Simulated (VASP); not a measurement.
# HfB (Fm-3m) in VASP: further runs

Runs on HfB. Level: LDA. Tasks: electric field gradients.

Everything below comes from runs of VASP 6.6.1. Logs are shortened: lines on timing, memory, paths and dates and some standing lists are left out, and cuts for length are marked.

## (1) The cell of the first run

Symmetry: Fm-3m, No. 225, cubic system. Conventional cell: a = 4.681 Å, b = 4.681 Å, c = 4.681 Å, α = 90.00°, β = 90.00°, γ = 90.00°. Hf (site symmetry m-3m) has 6 B at 2.34 Å within 3.1 Å. Within 3.1 Å of B (site symmetry m-3m) lie 6 Hf at 2.34 Å.

## (2) Electric field gradients, LDA (12.82 Å³/atom)

The input, INCAR:

```
PREC     = Accurate       # precision mode
ENCUT    = 520            # plane-wave cutoff, eV
EDIFF    = 1E-8           # SCF threshold, eV
ISMEAR   = -1             # smearing method
SIGMA    = 0.05           # smearing width, eV
LREAL    = False          # projectors in reciprocal space
LASPH    = True           # aspherical terms in the spheres
NELM     = 100            # most SCF steps
ALGO     = Normal         # electronic algorithm
ISIF     = 2              # what is computed and relaxed
LWAVE    = False          # write WAVECAR
LCHARG   = False          # write CHGCAR
GGA      = CA             # functional
LEFG     = True         
NBANDS   = 14             # bands
```

The input, KPOINTS:

```
Automatic mesh
0
Gamma
  15 15 15
```

The input, POSCAR:

```
HfB
1.0
    0.0000000000      2.3403982228      2.3403982228
    2.3403982228      0.0000000000      2.3403982228
    2.3403982228      2.3403982228      0.0000000000
Hf B
1 1
Direct
    0.5000000000      0.5000000000      0.5000000000
    0.0000000000      0.0000000000      0.0000000000
```

Potentials or basis: VASP PAW LDA potentials, release 64 (Hf_pv, B).

Command:

```
cat potpaw_LDA.64/Hf_pv/POTCAR potpaw_LDA.64/B/POTCAR > POTCAR
mpirun -np 1 vasp_std > vasp.out
```

OUTCAR:

```text
PREC = Accurate
   ENCUT = 520
   EDIFF = 1E-8
   ISMEAR = -1
   LREAL = False
   LASPH = True
   NELM = 100
   ISIF = 2
   GGA = CA

 ion  position               nearest neighbor table
   1  0.500  0.500  0.500-   2 2.34   2 2.34   2 2.34   2 2.34   2 2.34   2 2.34
   2  0.000  0.000  0.000-   1 2.34   1 2.34   1 2.34   1 2.34   1 2.34   1 2.34

  LATTYP: Found a face centered cubic cell.
 ALAT       =     4.6807964456

  Lattice vectors:

 A1 = (   0.0000000000,   2.3403982228,   2.3403982228)
 A2 = (   2.3403982228,   0.0000000000,   2.3403982228)
 A3 = (   2.3403982228,   2.3403982228,   0.0000000000)

Analysis of symmetry for initial positions (statically):
=====================================================================
 Subroutine PRICEL returns:
 Original cell was already a primitive cell.

 Routine SETGRP: Setting up the symmetry group for a
 face centered cubic supercell.

 Subroutine GETGRP returns: Found 48 space group operations
 (whereof 48 operations were pure point group operations)
 out of a pool of 48 trial point group operations.

The static configuration has the point symmetry O_h .

Analysis of symmetry for dynamics (positions and initial velocities):
=====================================================================
 Subroutine PRICEL returns:
 Original cell was already a primitive cell.

 Routine SETGRP: Setting up the symmetry group for a
 face centered cubic supercell.

 Subroutine GETGRP returns: Found 48 space group operations
 (whereof 48 operations were pure point group operations)
 out of a pool of 48 trial point group operations.

The dynamic configuration has the point symmetry O_h .

 Subroutine INISYM returns: Found 48 space group operations
 (whereof 48 operations are pure point group operations),
 and found     1 'primitive' translations

----------------------------------------------------------------------------------------

                                     Primitive cell

  volume of cell :      25.6389

  direct lattice vectors                    reciprocal lattice vectors
     0.000000000  2.340398223  2.340398223    -0.213638856  0.213638856  0.213638856
     2.340398223  0.000000000  2.340398223     0.213638856 -0.213638856  0.213638856
     2.340398223  2.340398223  0.000000000     0.213638856  0.213638856 -0.213638856

  length of vectors
     3.309822908  3.309822908  3.309822908     0.370033354  0.370033354  0.370033354

  position of ions in fractional coordinates (direct lattice)
     0.500000000  0.500000000  0.500000000
     0.000000000  0.000000000  0.000000000

  ion indices of the primitive-cell ions
   primitive index   ion index
                 1           1
                 2           2

----------------------------------------------------------------------------------------

 KPOINTS: Automatic mesh

Automatic generation of k-mesh.
 Grid dimensions read from file:
 generate k-points for:   15   15   15

 Generating k-lattice:

  Cartesian coordinates                     Fractional coordinates (reciprocal lattice)
    -0.014242590  0.014242590  0.014242590     0.066666667  0.000000000  0.000000000
     0.014242590 -0.014242590  0.014242590     0.000000000  0.066666667  0.000000000
     0.014242590  0.014242590 -0.014242590     0.000000000  0.000000000  0.066666667

  Length of vectors
     0.024668890  0.024668890  0.024668890

  Shift w.r.t. Gamma in fractional coordinates (k-lattice)
     0.000000000  0.000000000  0.000000000

 Subroutine IBZKPT returns following result:
 ===========================================

 Found    120 irreducible k-points:

 Following reciprocal coordinates:
            Coordinates               Weight
  0.000000  0.000000  0.000000      1.000000
  0.066667  0.000000  0.000000      8.000000
  0.133333  0.000000  0.000000      8.000000
  0.200000  0.000000  0.000000      8.000000
  0.266667  0.000000  0.000000      8.000000
  0.333333  0.000000  0.000000      8.000000
[... 16 lines left out ...]
  0.133333  0.133333  0.000000      6.000000
  0.200000  0.133333  0.000000     24.000000
 [... further k-points ...]
   k-points           NKPTS =    120   k-points in BZ     NKDIM =    120   number of bands    NBANDS=     14
   number of dos      NEDOS =    301   number of ions     NIONS =      2
   total plane-waves  NPLWV =  21952
   dimension x,y,z NGX =    28 NGY =   28 NGZ =   28
   dimension x,y,z NGXF=    56 NGYF=   56 NGZF=   56
   ions per type =               1   1
   NGX,Y,Z   is equivalent  to a cutoff of  14.06, 14.06, 14.06 a.u.
   NGXF,Y,Z  is equivalent  to a cutoff of  28.13, 28.13, 28.13 a.u.
 SYSTEM =  unknown system
   PREC   = accura    normal or accurate (medium, high low for compatibility)
   ISTART =      0    job   : 0-new  1-cont  2-samecut
   ICHARG =      2    charge: 1-file 2-atom 10-const
   ISPIN  =      1    spin polarized calculation?
   LNONCOLLINEAR =      F non collinear calculations
   LSORBIT =      F    spin-orbit coupling
   LASPH  =      T    aspherical Exc in radial PAW
   ENCUT  =  520.0 eV  38.22 Ry    6.18 a.u.   6.15  6.15  6.15*2*pi/ulx,y,z
   NELM   =    100;   NELMIN=  2; NELMDL= -5     # of ELM steps
   EDIFF  = 0.1E-07   stopping-criterion for ELM
   LREAL  =      F    real-space projection
   EDIFFG = 0.1E-06   stopping-criterion for IOM
   NSW    =      0    number of steps for IOM
   IBRION =     -1    ionic relax: 0-MD 1-quasi-New 2-CG
   NFREE  =      0    steps in history (QN), initial steepest desc. (CG)
   ISIF   =      2    stress and relaxation
   ISYM   =      2    0-nonsym 1-usesym 2-fastsym
   POTIM  = 0.5000    time-step for ionic-motion
   TEBEG  =    0.0;   TEEND  =   0.0 temperature during run
   PSTRESS=    0.0 pullay stress
   NELECT =      13.0000    total number of electrons
   NUPDOWN=      -1.0000    fix difference up-down
   EMIN   =  10.00;   EMAX   =-10.00  energy-range for DOS
   EFERMI =   0.00;   METHOD = LEGACY
   ISMEAR =    -1;   SIGMA  =   0.05  broadening in eV -4-tet -1-fermi 0-gaus
   EFERMI_NEDOS =   21; number of points for ismear=-14 and -15
   IALGO  =     38    algorithm
   IMIX   =      4    mixing-type and parameters
     AMIX     =   0.40;   BMIX     =  1.00
     AMIX_MAG =   1.60;   BMIX_MAG =  1.00
  volume/ion in A,a.u.               =      12.82        86.51
  Fermi-wavevector in a.u.,A,eV,Ry     =   1.305438  2.466920 23.186612  1.704168
  Thomas-Fermi vector in A             =   2.436307
   LORBIT       =      0    0 simple, 1 ext, 2 COOP (PROOUT), +10 PAW based schemes
   GGA     = CA    functional components
   LHFCALC =     F    Hartree Fock is set to
   AEXX    =    0.0000 exact exchange contribution
   IVDW    =     0    specifies the selected vdW correction
   LEPSILON=     F    determine dielectric tensor
   LRPA    =     F    only Hartree local field effects (RPA)
 non-spin polarized calculation
  energy-cutoff  :      520.00
  volume of cell :       25.64
 maximum number of plane-waves:       701
 NGX is ok and might be reduce to    28
   NGX = 13   NGY = 13   NGZ = 13

 number of electron      13.0000001 magnetization

 Free energy of the ion-electron system (eV)
  ---------------------------------------------------
  ext. energy  EPLUGINS =         0.00000000
  ---------------------------------------------------
  free energy    TOTEN  =       -18.96882982 eV

  energy without entropy =      -18.96081859  energy(sigma->0) =      -18.96482421

 E-fermi :   4.8483     XC(G=0): -12.2693

 val. band max:        4.8250618842   @ k =  -0.1333   0.2000   0.0667
 cond. band min:       4.8603571519   @ k =   0.4000   0.2667   0.1333
 fundamental gap:      0.0352952677
 Fermi energy:         4.8483335432

 k-point     1 :       0.0000    0.0000    0.0000
  band No.  band energies     occupation
      1     -23.5384      2.00000
      2     -23.5384      2.00000
      3     -23.5384      2.00000
      4      -4.4798      2.00000
      5       6.9077      0.00000
      6       6.9077      0.00000
      7       6.9077      0.00000
      8       8.6856      0.00000
      9       8.6856      0.00000
     10       8.6856      0.00000
     11       8.8419      0.00000
     12       8.8419      0.00000
     13      16.4389      0.00000
     14      17.3507      0.00000

 k-point     2 :       0.0667    0.0000    0.0000
  band No.  band energies     occupation
      1     -23.5681      2.00000
      2     -23.5415      2.00000
      3     -23.5415      2.00000
      4      -4.3562      2.00000
      5       6.4749      0.00000
      6       6.8289      0.00000
      7       6.8289      0.00000
      8       7.7767      0.00000
      9       7.7767      0.00000
     10       8.9189      0.00000
     11      10.0763      0.00000
     12      10.0763      0.00000
     13      16.7527      0.00000
     14      17.4936      0.00000

 k-point     3 :       0.1333    0.0000    0.0000
  band No.  band energies     occupation
      1     -23.6511      2.00000
      2     -23.5502      2.00000
      3     -23.5502      2.00000
      4      -3.9962      2.00000
      5       5.5894      0.00000
      6       6.1804      0.00000
      7       6.1804      0.00000
      8       7.6998      0.00000
      9       7.6998      0.00000
     10       9.2750      0.00000
     11      11.5302      0.00000
     12      11.5302      0.00000
     13      17.6144      0.00000
     14      17.8557      0.00000
[... 324 lines left out ...]
 k-point    23 :       0.1333    0.1333    0.0000
  band No.  band energies     occupation
      1     -23.6430      2.00000
      2     -23.5769      2.00000
      3     -23.5769      2.00000
      4      -3.8454      2.00000
      5       5.1654      0.00352
      6       6.1677      0.00000
      7       6.4300      0.00000
      8       6.4300      0.00000
      9       9.1079      0.00000
     10      10.0161      0.00000
     11      10.0161      0.00000
     12      12.6362      0.00000
     13      17.9838      0.00000
     14      18.1748      0.00000

 k-point    24 :       0.2000    0.1333    0.0000
  band No.  band energies     occupation
      1     -23.7210      2.00000
      2     -23.5958      2.00000
      3     -23.5888      2.00000
      4      -3.4421      2.00000
      5       4.3858      1.99981
      6       5.4876      0.00001
      7       6.1412      0.00000
      8       6.7291      0.00000
      9       9.1226      0.00000
     10      10.4500      0.00000
     11      11.0304      0.00000
     12      13.6670      0.00000
     13      18.6014      0.00000
     14      18.8512      0.00000

 [... further k-points ...]

------------------------ aborting loop because EDIFF is reached ----------------------------------------

  FORCE on cell =-STRESS in cart. coord.  units (eV):
  Direction    XX          YY          ZZ          XY          YZ          ZX
  --------------------------------------------------------------------------------------
  -------------------------------------------------------------------------------------
  Total        1.6441248      1.6441248      1.6441248      0.0000000     -0.0000000      0.0000000
  in kB      102.7415426    102.7415426    102.7415426      0.0000000     -0.0000000      0.0000000
  external PRESSURE =     102.7415426 kB  Pullay stress =       0.0000000 kB

 VOLUME and BASIS-vectors are now :
 -----------------------------------------------------------------------------
  energy-cutoff  :      520.00
  volume of cell :       25.64
      direct lattice vectors                 reciprocal lattice vectors
     0.000000000  2.340398223  2.340398223    -0.213638856  0.213638856  0.213638856
     2.340398223  0.000000000  2.340398223     0.213638856 -0.213638856  0.213638856
     2.340398223  2.340398223  0.000000000     0.213638856  0.213638856 -0.213638856

 POSITION                                       TOTAL-FORCE (eV/Angst)
 -----------------------------------------------------------------------------------
      2.34040      2.34040      2.34040         0.000000      0.000000     -0.000000
      0.00000      0.00000      0.00000        -0.000000     -0.000000      0.000000
 -----------------------------------------------------------------------------------
    total drift:                                0.000000      0.000000      0.000000

  FREE ENERGIE OF THE ION-ELECTRON SYSTEM (eV)
  ---------------------------------------------------
  free  energy   TOTEN  =       -18.9688298219 eV

  energy  without entropy=      -18.9608185896  energy(sigma->0) =      -18.96482421

 Electric field gradients (V/A^2)
---------------------------------------------------------------------
 ion       V_xx      V_yy      V_zz      V_xy      V_xz      V_yz
---------------------------------------------------------------------
   1      -0.000     0.000     0.000    -0.000    -0.000    -0.000
   2      -0.000    -0.000     0.000    -0.000    -0.000    -0.000
---------------------------------------------------------------------

 Electric field gradients after diagonalization (V/A^2)
 (convention: |V_zz| > |V_xx| > |V_yy|)
----------------------------------------------------------------------
 ion       V_xx      V_yy      V_zz     asymmetry (V_yy - V_xx)/ V_zz
----------------------------------------------------------------------
   1       0.000     0.000    -0.000       0.000
   2       0.000     0.000    -0.000       0.000
----------------------------------------------------------------------

           NMR quadrupolar parameters

 Cq : quadrupolar parameter    Cq=e*Q*V_zz/h
 eta: asymmetry parameters     (V_yy - V_xx)/ V_zz
 Q  : nuclear electric quadrupole moment in mb (millibarn)
----------------------------------------------------------------------
 ion       Cq(MHz)       eta       Q (mb)
----------------------------------------------------------------------
   1      -0.000       0.000       1.000
   2      -0.000       0.000       1.000
----------------------------------------------------------------------
```

It took 42 s on 1 thread of Intel Xeon Platinum 8375C at 2.90GHz (Ice Lake), shared host; peak memory 0.17 GiB.

Results:

* Free energy: -18.9688 eV
* Pressure: 10.3 GPa
* Band gap on the k mesh: zero (an odd number of electrons rules out a gap without spin polarisation)
* Largest electric field gradient by atom: zero within the noise of the run

Levels at points of the mesh, in eV from the Fermi level:
```csv
k point,band 4,band 5,band 6,band 7,band 8,band 9,band 10,band 11
"(0.00, 0.00, 0.00)",-9.33,2.06,2.06,2.06,3.84,3.84,3.84,3.99
```

Caveat: the cell stands under pressure; spin-orbit coupling is left out, which moves the levels of the heavy elements.

(Part 1 of 3 ends here.)
